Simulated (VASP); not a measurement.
# Pb (I4_1/amd) in VASP: further runs, part 2 of 2

VASP 6.6.1. The steps go on from the part before.

## (3) Relaxation of shape and atoms at fixed volume, PBE

This run uses another cell than the first one, of 13.32 Å³/atom.

INCAR reads:

```
SYSTEM = Pb
  ALGO = Normal
  EDIFF = 1E-7
  EDIFFG = -0.005
  ENCUT = 600
  GGA = PE
  IBRION = 2
  ISIF = 4
  ISMEAR = -1
  LASPH = .TRUE.
  LCHARG = .FALSE.
  LREAL = .FALSE.
  LWAVE = .FALSE.
  NELM = 80
  NSW = 50
  PREC = Accurate
  SIGMA = 0.05
```

KPOINTS reads:

```
k-points
0
G
  14 14 14
  0 0 0
```

POSCAR reads:

```
Pb
1.0
   -2.3198514745      2.3198514745      1.2373941304
    2.3198514745     -2.3198514745      1.2373941304
    2.3198514745      2.3198514745     -1.2373941304
Pb
2
Direct
   -0.3750000000     -0.1250000000     -0.2500000000
    0.3750000000      0.1250000000      0.2500000000
```

Potentials or basis: VASP PAW PBE potentials, release 64 (Pb_d).

Launch:

```bash
cat potpaw_PBE.64/Pb_d/POTCAR > POTCAR
mpirun -np 1 vasp_std > vasp.out
```

OUTCAR:

```text
SYSTEM = Pb
   EDIFF = 1E-7
   EDIFFG = -0.005
   ENCUT = 600
   GGA = PE
   IBRION = 2
   ISIF = 4
   ISMEAR = -1
   LASPH = .TRUE.
   LREAL = .FALSE.
   NELM = 80
   NSW = 50
   PREC = Accurate

 ion  position               nearest neighbor table
   1  0.625  0.875  0.750-   2 2.40   2 2.40   2 2.40   2 2.40   2 2.97   2 2.97   2 2.97   2 2.97
                             2 3.87   2 3.87
   2  0.375  0.125  0.250-   1 2.40   1 2.40   1 2.40   1 2.40   1 2.97   1 2.97   1 2.97   1 2.97
                             1 3.87   1 3.87

  LATTYP: Found a body centered tetragonal cell.
 ALAT       =     4.6397029490
 C/A-ratio  =     0.5333936866

  Lattice vectors:

 A1 = (  -2.3198514745,   2.3198514745,   1.2373941304)
 A2 = (   2.3198514745,  -2.3198514745,   1.2373941304)
 A3 = (   2.3198514745,   2.3198514745,  -1.2373941304)

Analysis of symmetry for initial positions (statically):
=====================================================================
 Subroutine PRICEL returns:
 Original cell was already a primitive cell.

 Routine SETGRP: Setting up the symmetry group for a
 body centered tetragonal supercell.

 Subroutine GETGRP returns: Found 16 space group operations
 (whereof  4 operations were pure point group operations)
 out of a pool of 16 trial point group operations.

The static configuration has the point symmetry C_2h.
 The point group associated with its full space group is D_4h.

Analysis of symmetry for dynamics (positions and initial velocities):
=====================================================================
 Subroutine PRICEL returns:
 Original cell was already a primitive cell.

 Routine SETGRP: Setting up the symmetry group for a
 body centered tetragonal supercell.

 Subroutine GETGRP returns: Found 16 space group operations
 (whereof  4 operations were pure point group operations)
 out of a pool of 16 trial point group operations.

The dynamic configuration has the point symmetry C_2h.
 The point group associated with its full space group is D_4h.

 Subroutine INISYM returns: Found 16 space group operations
 (whereof  4 operations are pure point group operations),
 and found     1 'primitive' translations

----------------------------------------------------------------------------------------

                                     Primitive cell

  volume of cell :      26.6372

  direct lattice vectors                    reciprocal lattice vectors
    -2.319851475  2.319851475  1.237394130     0.000000000  0.215531040  0.404074973
     2.319851475 -2.319851475  1.237394130     0.215531040  0.000000000  0.404074973
     2.319851475  2.319851475 -1.237394130     0.215531040  0.215531040  0.000000000

  length of vectors
     3.506360786  3.506360786  3.506360786     0.457963113  0.457963113  0.304806919

  position of ions in fractional coordinates (direct lattice)
     0.625000000  0.875000000  0.750000000
     0.375000000  0.125000000  0.250000000

  ion indices of the primitive-cell ions
   primitive index   ion index
                 1           1
                 2           2

----------------------------------------------------------------------------------------

 KPOINTS: k-points
[... 62 lines left out ...]
   ISPIN  =      1    spin polarized calculation?
   LNONCOLLINEAR =      F non collinear calculations
   LSORBIT =      F    spin-orbit coupling
   LASPH  =      T    aspherical Exc in radial PAW
   ENCUT  =  600.0 eV  44.10 Ry    6.64 a.u.   7.00  7.00  7.00*2*pi/ulx,y,z
   NELM   =     80;   NELMIN=  2; NELMDL= -5     # of ELM steps
   EDIFF  = 0.1E-06   stopping-criterion for ELM
   LREAL  =      F    real-space projection
   EDIFFG = -.5E-02   stopping-criterion for IOM
   NSW    =     50    number of steps for IOM
   IBRION =      2    ionic relax: 0-MD 1-quasi-New 2-CG
   NFREE  =      1    steps in history (QN), initial steepest desc. (CG)
   ISIF   =      4    stress and relaxation
   ISYM   =      2    0-nonsym 1-usesym 2-fastsym
   POTIM  = 0.5000    time-step for ionic-motion
   TEBEG  =    0.0;   TEEND  =   0.0 temperature during run
   PSTRESS=    0.0 pullay stress
   NELECT =      28.0000    total number of electrons
   NUPDOWN=      -1.0000    fix difference up-down
   EMIN   =  10.00;   EMAX   =-10.00  energy-range for DOS
   EFERMI =   0.00;   METHOD = LEGACY
   ISMEAR =    -1;   SIGMA  =   0.05  broadening in eV -4-tet -1-fermi 0-gaus
   EFERMI_NEDOS =   21; number of points for ismear=-14 and -15
   IALGO  =     38    algorithm
   IMIX   =      4    mixing-type and parameters
     AMIX     =   0.40;   BMIX     =  1.00
     AMIX_MAG =   1.60;   BMIX_MAG =  1.00
  volume/ion in A,a.u.               =      13.32        89.88
  Fermi-wavevector in a.u.,A,eV,Ry     =   1.664555  3.145552 37.698233  2.770742
  Thomas-Fermi vector in A             =   2.751078
   LORBIT       =      0    0 simple, 1 ext, 2 COOP (PROOUT), +10 PAW based schemes
   GGA     = PE    functional components
   LHFCALC =     F    Hartree Fock is set to
   AEXX    =    0.0000 exact exchange contribution
   IVDW    =     0    specifies the selected vdW correction
   LEPSILON=     F    determine dielectric tensor
   LRPA    =     F    only Hartree local field effects (RPA)
 conjugate gradient relaxation of ions
 non-spin polarized calculation
  energy-cutoff  :      600.00
  volume of cell :       26.64
 maximum number of plane-waves:       920
   NGX = 13   NGY = 13   NGZ = 13

--------------------------------------- Ionic step        1  -------------------------------------------

 number of electron      27.9999993 magnetization

 Free energy of the ion-electron system (eV)
  ---------------------------------------------------
  ext. energy  EPLUGINS =         0.00000000
  ---------------------------------------------------
  free energy    TOTEN  =         9.73477748 eV

  energy without entropy =        9.73924521  energy(sigma->0) =        9.73701134

------------------------ aborting loop because EDIFF is reached ----------------------------------------

  FORCE on cell =-STRESS in cart. coord.  units (eV):
  Direction    XX          YY          ZZ          XY          YZ          ZX
  --------------------------------------------------------------------------------------
  -------------------------------------------------------------------------------------
  Total       53.5868788     53.5868788     56.1619516      0.0000000     -0.0000000      0.0000000
  in kB     3223.1509125   3223.1509125   3378.0367441      0.0000000     -0.0000000      0.0000000
  external PRESSURE =    3274.7795230 kB  Pullay stress =       0.0000000 kB
[... 89 lines left out ...]
  FREE ENERGIE OF THE ION-ELECTRON SYSTEM (eV)
  ---------------------------------------------------
  free  energy   TOTEN  =         9.7239844287 eV

  energy  without entropy=        9.7282123717  energy(sigma->0) =        9.72609840

[... ionic steps 4 to 13 ...]

--------------------------------------- Ionic step       14  -------------------------------------------

 number of electron      27.9999995 magnetization

------------------------ aborting loop because EDIFF is reached ----------------------------------------
[... 67 lines left out ...]
--------------------------------------- Ionic step       16  -------------------------------------------

 number of electron      27.9999995 magnetization

 Free energy of the ion-electron system (eV)
  ---------------------------------------------------
  ext. energy  EPLUGINS =         0.00000000
  ---------------------------------------------------
  free energy    TOTEN  =         9.72398314 eV

  energy without entropy =        9.72820704  energy(sigma->0) =        9.72609509

 E-fermi :  22.8872     XC(G=0): -14.7912

 val. band max:       22.8775820555   @ k =   0.3571   0.3571  -0.0000
 cond. band min:      22.8952974794   @ k =   0.3571   0.0714   0.0714
 fundamental gap:      0.0177154239
 Fermi energy:        22.8871770534

 k-point     1 :       0.0000    0.0000    0.0000
  band No.  band energies     occupation
      1      -0.6179      2.00000
      2      -0.2386      2.00000
      3       0.2391      2.00000
      4       0.3242      2.00000
      5       0.5528      2.00000
      6       2.8529      2.00000
[... 481 lines left out ...]
      5       1.6019      2.00000
      6       1.8217      2.00000
[... 10 lines left out ...]
     17      26.2874      0.00000
     18      28.1189      0.00000

 [... further k-points ...]

------------------------ aborting loop because EDIFF is reached ----------------------------------------

  FORCE on cell =-STRESS in cart. coord.  units (eV):
  Direction    XX          YY          ZZ          XY          YZ          ZX
  --------------------------------------------------------------------------------------
  -------------------------------------------------------------------------------------
  Total       54.4527753     54.4527753     54.4581745      0.0000000      0.0000000     -0.0000000
  in kB     3275.2329705   3275.2329705   3275.5577261      0.0000000      0.0000000     -0.0000000
  external PRESSURE =    3275.3412224 kB  Pullay stress =       0.0000000 kB
[... 17 lines left out ...]
  FREE ENERGIE OF THE ION-ELECTRON SYSTEM (eV)
  ---------------------------------------------------
  free  energy   TOTEN  =         9.7239831427 eV

  energy  without entropy=        9.7282070399  energy(sigma->0) =        9.72609509

 reached required accuracy - stopping structural energy minimisation
```

OSZICAR:

```text
N       E                     dE             d eps       ncg     rms          rms(c)
DAV:   1     0.307850607597E+03    0.30785E+03   -0.16472E+04  9040   0.275E+03
DAV:   2     0.260773548964E+02   -0.28177E+03   -0.27807E+03  8802   0.508E+02
DAV:   3     0.950770795466E+01   -0.16570E+02   -0.16346E+02 10492   0.160E+02
DAV:   4     0.912149038866E+01   -0.38622E+00   -0.38436E+00 11780   0.225E+01
[... 79 lines left out ...]
  15 F= 0.97239833E+01 E0= 0.97260949E+01  d E =-.401585E-06
       N       E                     dE             d eps       ncg     rms          rms(c)
DAV:   1     0.972398294946E+01   -0.35727E-06   -0.76102E-06 12010   0.297E-02    0.203E-03
DAV:   2     0.972398308420E+01    0.13475E-06   -0.20278E-07  6722   0.752E-03    0.117E-03
DAV:   3     0.972398314270E+01    0.58496E-07   -0.23369E-07  7386   0.553E-03
  16 F= 0.97239831E+01 E0= 0.97260951E+01  d E =-.599834E-06
```

Wall time 16 min (1 thread of Oxide Virtual Turin-like, shared host); peak memory 0.22 GiB.

What came out:

```
Free energy               : 9.7240 eV
Energy gained by relaxing : 5.4 meV/atom
Ionic steps               : 16
Pressure after relaxing   : 327.5 GPa
Band gap on the k mesh    : zero (bands 14 and 15 overlap by 8.67 eV)
```

Step by step:
```csv
step,energy change (eV),largest force (eV/Å),pressure (GPa),volume (Å³)
1,0.0000,0.0000,327.48,26.64
2,0.1396,0.0000,329.39,26.64
3,-0.0108,0.0000,327.53,26.64
4,-0.0108,0.0000,327.53,26.64
5,-0.0108,0.0000,327.53,26.64
6,-0.0108,0.0000,327.54,26.64
7,-0.0108,0.0000,327.53,26.64
8,-0.0108,0.0000,327.53,26.64
9,-0.0108,0.0000,327.53,26.64
10,-0.0108,0.0000,327.53,26.64
11,-0.0108,0.0000,327.53,26.64
12,-0.0108,0.0000,327.53,26.64
13,-0.0108,0.0000,327.53,26.64
14,-0.0108,0.0000,327.54,26.64
15,-0.0108,0.0000,327.54,26.64
16,-0.0108,0.0000,327.53,26.64
```

Final structure:
```
Pb
1.0
    -2.31033    2.31033    1.24761
     2.31033   -2.31033    1.24761
     2.31033    2.31033   -1.24761
Pb
2
Cartesian
  2.3103 1.1552 0.9357
  0.0000 1.1552 0.3119
```

Levels at points of the mesh, in eV from the Fermi level:
| k point | band 10 | band 11 | band 12 | band 13 | band 14 | band 15 | band 16 | band 17 | band 18 |
| --- | --- | --- | --- | --- | --- | --- | --- | --- | --- |
| (0.00, 0.00, 0.00) | -18.86 | -17.88 | -6.03 | -6.03 | -2.51 | 3.31 | 7.21 | 7.21 | 12.44 |
| (0.50, 0.00, 0.00) | -18.57 | -11.42 | -10.37 | -4.97 | -3.50 | -2.07 | 2.81 | 3.08 | 8.20 |
| (0.50, 0.50, 0.00) | -19.34 | -16.99 | -16.99 | 0.74 | 0.74 | 2.05 | 2.05 | 6.80 | 6.80 |
| (0.50, 0.50, 0.50) | -19.83 | -12.05 | -12.05 | -10.93 | -10.93 | 7.60 | 7.60 | 11.00 | 11.00 |

Caveat: spin-orbit coupling is left out, which moves the levels of the heavy elements.

The gap in the log of VASP goes by the Fermi energy; the results here count the filled bands.